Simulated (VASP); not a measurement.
## AlH7: relaxation of cell and atoms with PBE

AlH7:

```xyz
8
Lattice="4.2579 0.0000 0.0000 0.0000 4.2579 0.0000 0.0000 0.0000 4.2579" Properties=species:S:1:pos:R:3 pbc="T T T"
Al    2.1289    2.1289    2.1289
H     0.4808    2.1289    2.1289
H     3.7771    2.1289    2.1289
H     2.1289    0.4808    2.1289
H     2.1289    3.7771    2.1289
H     2.1289    2.1289    0.4808
H     2.1289    2.1289    3.7771
H     0.0000    0.0000    0.0000
```

The cell was generated, and may not be a known phase.

```
Program                : VASP 6.6.1
Task                   : relaxation of cell and atoms
Functional             : PBE
Potentials or basis    : VASP PAW PBE potentials, release 64 (Al, H)
Cutoff                 : 500 eV
k mesh                 : 4 × 4 × 4
Occupations            : gaussian, width 0.2 eV
Spin                   : no spin polarisation
Dipole correction      : no
Further INCAR settings : ALGO = Normal; EDIFF = 1e-07; IBRION = 2; EDIFFG = -0.08; NSW = 36; ISIF = 3
```

```yaml
Relaxed_volume: 13.19 Å³/atom
Relaxed_cell: a = 4.725 Å, b = 4.725 Å, c = 4.725 Å, α = 90.00°, β = 90.00°, γ = 90.00°
Space_group_after_relaxing_to_0.1_Å: Pm-3m (No. 221)
Energy_gained_by_relaxing: 124.2 meV/atom
Ionic_steps: 7
Pressure_after_relaxing: 0.4 GPa
Largest_force_after_relaxing: 0.043 eV/Å
Band_gap_on_the_k_mesh: zero (bands 5 and 6 overlap by 0.27 eV)
```

Forces on the atoms (eV/Å):
```
Al   0.000  0.000  0.000
H    0.043  0.000  0.000
H   -0.043  0.000  0.000
H    0.000  0.043  0.000
H    0.000 -0.043  0.000
H    0.000  0.000  0.043
H    0.000  0.000 -0.043
H    0.000  0.000  0.000
```

The path:
| step | energy change (eV) | largest force (eV/Å) | pressure (GPa) | volume (Å³) |
| --- | --- | --- | --- | --- |
| 1 | 0.0000 | 1.7809 | 7.83 | 77.19 |
| 2 | -0.6308 | 0.3502 | 6.26 | 82.58 |
| 3 | -0.6312 | 0.4412 | 6.33 | 82.76 |
| 4 | -0.8268 | 0.0207 | 3.54 | 89.06 |
| 5 | -0.9338 | 0.4807 | 0.48 | 98.52 |
| 6 | -0.9348 | 0.5297 | 0.21 | 99.56 |
| 7 | -0.9935 | 0.0431 | 0.39 | 105.49 |

Final structure:
```
CELL_PARAMETERS angstrom
4.72507 0.00000 0.00000
0.00000 4.72507 0.00000
0.00000 0.00000 4.72507
ATOMIC_POSITIONS crystal
Al 0.50000 0.50000 0.50000
H 0.08687 0.50000 0.50000
H 0.91313 0.50000 0.50000
H 0.50000 0.08687 0.50000
H 0.50000 0.91313 0.50000
H 0.50000 0.50000 0.08687
H 0.50000 0.50000 0.91313
H 0.00000 0.00000 0.00000
```

Levels at points of the mesh, in eV from the Fermi level:
```csv
k point,band 2,band 3,band 4,band 5,band 6,band 7,band 8,band 9
"(0.00, 0.00, 0.00)",-6.82,-6.82,-0.13,-0.13,-0.13,-0.05,1.65,8.36
"(0.50, 0.00, 0.00)",-7.70,-6.80,-1.01,-0.16,0.07,0.07,5.01,6.20
"(0.50, 0.50, 0.00)",-7.65,-7.65,-2.83,-0.23,0.24,4.64,4.64,5.17
"(0.50, 0.50, 0.50)",-7.60,-7.60,-5.05,0.13,3.77,3.77,3.77,5.22
```

It took 90 s on 1 thread of Intel Xeon 8259CL, with other jobs on the host, peak memory 0.14 GiB.

Caveat: the k points lie up to 0.33 Å⁻¹ apart in the final cell; the volume moved by over 15 % at a fixed basis, so the end points are rough; the relaxation stopped at a loose force limit of 0.08 eV/Å, so its end isn't a converged minimum.
